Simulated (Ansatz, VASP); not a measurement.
HfO2: VASP beside Ansatz

```xyz
12
Lattice="5.1180 0.0000 0.0000 0.0000 5.1857 0.0000 -0.8587 0.0000 5.2139" Properties=species:S:1:pos:R:3 pbc="T T T"
Hf    0.8021    2.3870    3.6914
Hf    3.0279    4.9798    4.1294
Hf    3.4573    2.7987    1.5224
Hf    1.2314    0.2059    1.0845
O    -0.3473    0.8733    4.4146
O     4.1773    3.4661    3.4062
O     4.6066    4.3124    0.7993
O     0.0821    1.7196    1.8076
O     1.4549    3.8473    5.1101
O     2.3751    1.2544    2.7107
O     2.8045    1.3384    0.1038
O     1.8842    3.9313    2.5032
```

Alike in both runs: task single point; functional PBE exchange alone; k mesh 5 × 5 × 5; occupations fermi-dirac, width 0.05 eV; no spin polarisation.

|  | VASP | Ansatz |
| --- | --- | --- |
| version | VASP 6.6.1 | Ansatz 0.2.0 |
| potentials or method | VASP PAW PBE potentials, release 64 (Hf_pv, O) | Ansatz PAW |
| plane-wave cutoff (eV) | 520 | 420 |
| valence electrons in the cell | 88 | 152 |

```tsv
	VASP	Ansatz	Ansatz less VASP
gap on the k mesh at the Fermi level (eV)	4.27	4.30	+0.033
least direct gap on the mesh (eV)	4.33	4.36	+0.030
pressure (GPa)	23.1	26.1	+3.05
traceless stress, the component that is largest in VASP (GPa)	1.40	1.58	+0.180
rms of the force components (eV/Å)	0.252	0.278	+0.0261
```

VASP's potentials were made for PBE, not for PBE exchange alone. Atom by atom the forces differ by 0.034 eV/Å (rms over components). VASP's potentials hold 88 valence electrons a cell and Ansatz's 152, so a difference there can come from the potentials and not from the codes.

Spin-orbit coupling is off throughout. Noted on Ansatz's run: odd divisions of the mesh miss points on the zone boundary, where band edges often lie, so the gap on the mesh can be too wide.
